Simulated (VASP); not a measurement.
# Sm (P6_3/mmc) in VASP: a series of runs

Sm is run at these levels: PBE; tasks: single point.

Program: VASP 6.6.1. These are calculated values, not measurements. Logs are shortened: lines on timing, memory, paths and dates and some standing lists are left out, and cuts for length are marked.

**1. The cell of the first run**

The structure is hexagonal, space group P6_3/mmc (No. 194). The conventional cell has a = 3.644 Å, b = 3.644 Å, c = 5.876 Å, α = 90.00°, β = 90.00°, γ = 120.00°. Sm (site symmetry -6m2) has 12 Sm at 3.61 to 3.64 Å within 4.7 Å.

This isn't the form of Sm at room conditions, which is rhombohedral.

**2. Single point, PBE, collinear spin, ferromagnetic start**

Input file INCAR:

```
PREC     = Accurate       # precision mode
ENCUT    = 520            # plane-wave cutoff, eV
EDIFF    = 1E-6           # SCF threshold, eV
ISMEAR   = -1             # smearing method
SIGMA    = 0.03           # smearing width, eV
LREAL    = False          # projectors in reciprocal space
LASPH    = True           # aspherical terms in the spheres
NELM     = 150            # most SCF steps
ALGO     = Normal         # electronic algorithm
ISIF     = 2              # what is computed and relaxed
LWAVE    = False          # write WAVECAR
LCHARG   = False          # write CHGCAR
ISPIN    = 2              # spin polarisation
MAGMOM   = 5 5            # initial moments
LORBIT   = 11             # projections on sites
LMAXMIX  = 6              # l up to which the mixer works
GGA      = PE             # functional
NBANDS   = 27             # bands
```

Input file KPOINTS:

```
regular mesh
0
Gamma
  12 12 6
```

Input file POSCAR:

```
Sm
1.0
    3.6440014846      0.0000000000      0.0000000000
   -1.8220007423      3.1557978571      0.0000000000
    0.0000000000      0.0000000000      5.8760000000
Sm
2
Direct
    0.3333333333      0.6666666667      0.2500000000
    0.6666666667      0.3333333333      0.7500000000
```

Potentials or basis: VASP PAW PBE potentials, release 64 (Sm).

Run with:

```bash
$ cat potpaw_PBE.64/Sm/POTCAR > POTCAR
$ mpirun -np 1 vasp_std > vasp.out
```

OUTCAR:

```text
PREC = Accurate
   ENCUT = 520
   EDIFF = 1E-6
   ISMEAR = -1
   LREAL = False
   LASPH = True
   NELM = 150
   ISIF = 2
   ISPIN = 2
   LORBIT = 11
   GGA = PE

 ion  position               nearest neighbor table
   1  0.333  0.667  0.250-
   2  0.667  0.333  0.750-

  LATTYP: Found a hexagonal cell.
 ALAT       =     3.6440014846
 C/A-ratio  =     1.6125130642

  Lattice vectors:

 A1 = (   3.6440014846,   0.0000000000,   0.0000000000)
 A2 = (  -1.8220007423,   3.1557978571,   0.0000000000)
 A3 = (   0.0000000000,   0.0000000000,   5.8760000000)

Analysis of symmetry for initial positions (statically):
=====================================================================
 Subroutine PRICEL returns:
 Original cell was already a primitive cell.

 Routine SETGRP: Setting up the symmetry group for a
 hexagonal supercell.

 Subroutine GETGRP returns: Found 24 space group operations
 (whereof 12 operations were pure point group operations)
 out of a pool of 24 trial point group operations.

The static configuration has the point symmetry D_3d.
 The point group associated with its full space group is D_6h.

Analysis of symmetry for dynamics (positions and initial velocities):
=====================================================================
 Subroutine PRICEL returns:
 Original cell was already a primitive cell.

 Routine SETGRP: Setting up the symmetry group for a
 hexagonal supercell.

 Subroutine GETGRP returns: Found 24 space group operations
 (whereof 12 operations were pure point group operations)
 out of a pool of 24 trial point group operations.

The dynamic configuration has the point symmetry D_3d.
 The point group associated with its full space group is D_6h.

Analysis of structural, dynamic, and magnetic symmetry:
=====================================================================
 Subroutine PRICEL returns:
 Original cell was already a primitive cell.

 Routine SETGRP: Setting up the symmetry group for a
 hexagonal supercell.

 Subroutine GETGRP returns: Found 24 space group operations
 (whereof 12 operations were pure point group operations)
 out of a pool of 24 trial point group operations.

The overall configuration has the point symmetry D_3d.
 The point group associated with its full space group is D_6h.

 Subroutine INISYM returns: Found 24 space group operations
 (whereof 12 operations are pure point group operations),
 and found     1 'primitive' translations

----------------------------------------------------------------------------------------

                                     Primitive cell

  volume of cell :      67.5724

  direct lattice vectors                    reciprocal lattice vectors
     3.644001485  0.000000000  0.000000000     0.274423598  0.158438538  0.000000000
    -1.822000742  3.155797857  0.000000000     0.000000000  0.316877077  0.000000000
     0.000000000  0.000000000  5.876000000     0.000000000  0.000000000  0.170183799

  length of vectors
     3.644001485  3.644001485  5.876000000     0.316877077  0.316877077  0.170183799

  position of ions in fractional coordinates (direct lattice)
     0.333333333  0.666666667  0.250000000
     0.666666667  0.333333333  0.750000000

  ion indices of the primitive-cell ions
   primitive index   ion index
                 1           1
                 2           2

----------------------------------------------------------------------------------------

 KPOINTS: regular mesh

Automatic generation of k-mesh.
 Grid dimensions read from file:
 generate k-points for:   12   12    6

 Generating k-lattice:

  Cartesian coordinates                     Fractional coordinates (reciprocal lattice)
     0.022868633  0.013203212  0.000000000     0.083333333  0.000000000  0.000000000
     0.000000000  0.026406423  0.000000000     0.000000000  0.083333333  0.000000000
     0.000000000  0.000000000  0.028363966     0.000000000  0.000000000  0.166666667

  Length of vectors
     0.026406423  0.026406423  0.028363966

  Shift w.r.t. Gamma in fractional coordinates (k-lattice)
     0.000000000  0.000000000  0.000000000

 Subroutine IBZKPT returns following result:
 ===========================================

 Found     76 irreducible k-points:

 Following reciprocal coordinates:
            Coordinates               Weight
  0.000000  0.000000  0.000000      1.000000
  0.083333 -0.000000  0.000000      6.000000
  0.166667 -0.000000  0.000000      6.000000
  0.250000  0.000000  0.000000      6.000000
  0.333333  0.000000  0.000000      6.000000
  0.416667 -0.000000  0.000000      6.000000
[... 16 lines left out ...]
  0.250000  0.000000  0.166667     12.000000
  0.333333  0.000000  0.166667     12.000000
 [... further k-points ...]
   k-points           NKPTS =     76   k-points in BZ     NKDIM =     76   number of bands    NBANDS=     27
   number of dos      NEDOS =    301   number of ions     NIONS =      2
   total plane-waves  NPLWV =  37632
   dimension x,y,z NGX =    28 NGY =   28 NGZ =   48
   dimension x,y,z NGXF=    56 NGYF=   56 NGZF=   96
   ions per type =               2
   NGX,Y,Z   is equivalent  to a cutoff of  12.77, 12.77, 13.58 a.u.
   NGXF,Y,Z  is equivalent  to a cutoff of  25.55, 25.55, 27.16 a.u.
 SYSTEM =  unknown system
   PREC   = accura    normal or accurate (medium, high low for compatibility)
   ISTART =      0    job   : 0-new  1-cont  2-samecut
   ICHARG =      2    charge: 1-file 2-atom 10-const
   ISPIN  =      2    spin polarized calculation?
   LNONCOLLINEAR =      F non collinear calculations
   LSORBIT =      F    spin-orbit coupling
   LASPH  =      T    aspherical Exc in radial PAW
   ENCUT  =  520.0 eV  38.22 Ry    6.18 a.u.   6.78  6.78 10.93*2*pi/ulx,y,z
   NELM   =    150;   NELMIN=  2; NELMDL= -5     # of ELM steps
   EDIFF  = 0.1E-05   stopping-criterion for ELM
   LREAL  =      F    real-space projection
   EDIFFG = 0.1E-04   stopping-criterion for IOM
   NSW    =      0    number of steps for IOM
   IBRION =     -1    ionic relax: 0-MD 1-quasi-New 2-CG
   NFREE  =      0    steps in history (QN), initial steepest desc. (CG)
   ISIF   =      2    stress and relaxation
   ISYM   =      2    0-nonsym 1-usesym 2-fastsym
   POTIM  = 0.5000    time-step for ionic-motion
   TEBEG  =    0.0;   TEEND  =   0.0 temperature during run
   PSTRESS=    0.0 pullay stress
   NELECT =      32.0000    total number of electrons
   NUPDOWN=      -1.0000    fix difference up-down
   EMIN   =  10.00;   EMAX   =-10.00  energy-range for DOS
   EFERMI =   0.00;   METHOD = LEGACY
   ISMEAR =    -1;   SIGMA  =   0.03  broadening in eV -4-tet -1-fermi 0-gaus
   EFERMI_NEDOS =   21; number of points for ismear=-14 and -15
   IALGO  =     38    algorithm
   IMIX   =      4    mixing-type and parameters
     AMIX     =   0.40;   BMIX     =  1.00
     AMIX_MAG =   1.60;   BMIX_MAG =  1.00
  volume/ion in A,a.u.               =      33.79       228.00
  Fermi-wavevector in a.u.,A,eV,Ry     =   1.276052  2.411388 22.154480  1.628308
  Thomas-Fermi vector in A             =   2.408730
   LORBIT       =     11    0 simple, 1 ext, 2 COOP (PROOUT), +10 PAW based schemes
   GGA     = PE    functional components
   LHFCALC =     F    Hartree Fock is set to
   AEXX    =    0.0000 exact exchange contribution
   IVDW    =     0    specifies the selected vdW correction
   LEPSILON=     F    determine dielectric tensor
   LRPA    =     F    only Hartree local field effects (RPA)
 spin polarized calculation
  energy-cutoff  :      520.00
  volume of cell :       67.57
 maximum number of plane-waves:      1842
 NGX is ok and might be reduce to    28
   NGX = 13   NGY = 13   NGZ = 21

 number of electron      31.9999999 magnetization      13.0351509

 Free energy of the ion-electron system (eV)
  ---------------------------------------------------
  ext. energy  EPLUGINS =         0.00000000
  ---------------------------------------------------
  free energy    TOTEN  =       -18.58124353 eV

  energy without entropy =      -18.53102080  energy(sigma->0) =      -18.55613216

 E-fermi :   3.0678     XC(G=0):  -9.7857

 val. band max:        3.0675797100   @ k =   0.4167   0.0833   0.0000
 cond. band min:       3.0687772605   @ k =   0.3333   0.0833   0.1667
 fundamental gap:      0.0011975505
 Fermi energy:         3.0677953530

 spin component 1

 k-point     1 :       0.0000    0.0000    0.0000
  band No.  band energies     occupation
      1     -36.9463      1.00000
      2     -36.8387      1.00000
      3     -17.0764      1.00000
      4     -16.2245      1.00000
      5     -16.2245      1.00000
      6     -16.0884      1.00000
[... 19 lines left out ...]
     26       4.9126      0.00000
     27       4.9132      0.00000
[... 661 lines left out ...]
 k-point    24 :       0.3333    0.0000    0.1667
  band No.  band energies     occupation
      1     -36.8712      1.00000
      2     -36.8175      1.00000
      3     -16.8817      1.00000
      4     -16.7086      1.00000
      5     -16.6205      1.00000
      6     -16.3780      1.00000
[... 19 lines left out ...]
     26       3.7397      0.00000
     27       4.6465      0.00000

 [... further k-points ...]

 spin component 2

 k-point     1 :       0.0000    0.0000    0.0000
  band No.  band energies     occupation
      1     -34.2658      1.00000
      2     -34.1384      1.00000
      3     -15.1194      1.00000
      4     -14.1575      1.00000
      5     -14.1575      1.00000
      6     -14.0068      1.00000
[... 19 lines left out ...]
     26       7.2958      0.00000
     27       7.3016      0.00000
[... 661 lines left out ...]
 k-point    24 :       0.3333    0.0000    0.1667
  band No.  band energies     occupation
      1     -34.1767      1.00000
      2     -34.1130      1.00000
      3     -14.9040      1.00000
      4     -14.7127      1.00000
      5     -14.6080      1.00000
      6     -14.3338      1.00000
[... 19 lines left out ...]
     26       7.0667      0.00000
     27       7.1587      0.00000

 [... further k-points ...]

------------------------ aborting loop because EDIFF is reached ----------------------------------------

  FORCE on cell =-STRESS in cart. coord.  units (eV):
  Direction    XX          YY          ZZ          XY          YZ          ZX
  --------------------------------------------------------------------------------------
  -------------------------------------------------------------------------------------
  Total        1.1424483      1.1424483      1.1928923      0.0000000     -0.0000000      0.0000000
  in kB       27.0880426     27.0880426     28.2840968      0.0000000     -0.0000000      0.0000000
  external PRESSURE =      27.4867273 kB  Pullay stress =       0.0000000 kB

 VOLUME and BASIS-vectors are now :
 -----------------------------------------------------------------------------
  energy-cutoff  :      520.00
  volume of cell :       67.57
      direct lattice vectors                 reciprocal lattice vectors
     3.644001485  0.000000000  0.000000000     0.274423598  0.158438538  0.000000000
    -1.822000742  3.155797857  0.000000000     0.000000000  0.316877077  0.000000000
     0.000000000  0.000000000  5.876000000     0.000000000  0.000000000  0.170183799

 POSITION                                       TOTAL-FORCE (eV/Angst)
 -----------------------------------------------------------------------------------
     -0.00000      2.10387      1.46900        -0.000000     -0.000000      0.000000
      1.82200      1.05193      4.40700         0.000000      0.000000      0.000000
 -----------------------------------------------------------------------------------
    total drift:                                0.000000     -0.000000      0.000000

  FREE ENERGIE OF THE ION-ELECTRON SYSTEM (eV)
  ---------------------------------------------------
  free  energy   TOTEN  =       -18.5812435262 eV

  energy  without entropy=      -18.5310207967  energy(sigma->0) =      -18.55613216

 total charge

# of ion       s       p       d       f       tot
--------------------------------------------------
    1        2.081   5.611   0.467   5.503  13.662
    2        2.081   5.611   0.467   5.503  13.662
--------------------------------------------------
tot          4.163  11.221   0.935  11.006  27.324

 magnetization (x)

# of ion       s       p       d       f       tot
--------------------------------------------------
    1       -0.002  -0.056   0.249   5.496   5.687
    2       -0.002  -0.056   0.249   5.496   5.687
--------------------------------------------------
tot         -0.003  -0.112   0.498  10.992  11.375
```

Wall time 5.5 min (1 thread of Intel Xeon 6975P-C (Granite Rapids), shared host); peak memory 0.37 GiB.

Results:

* Free energy: -18.5812 eV
* Pressure: 2.7 GPa
* Net moment: 13.04 μB per cell
* Site moments: Sm +5.69 μB
* Valence electrons inside the program's atomic spheres: Sm 13.66

Stress tensor (GPa, compression positive):
```
2.71 0.00 0.00
0.00 2.71 0.00
0.00 0.00 2.83
```

Caveat: the magnetic or orbital state may not be the lowest; spin-orbit coupling is left out, which moves the levels of the heavy elements; semilocal functionals describe open f shells poorly, which spoils levels, moments and volumes. The state reached can hang on the start; a lower one may exist.

(Continued in part 2 of 2.)
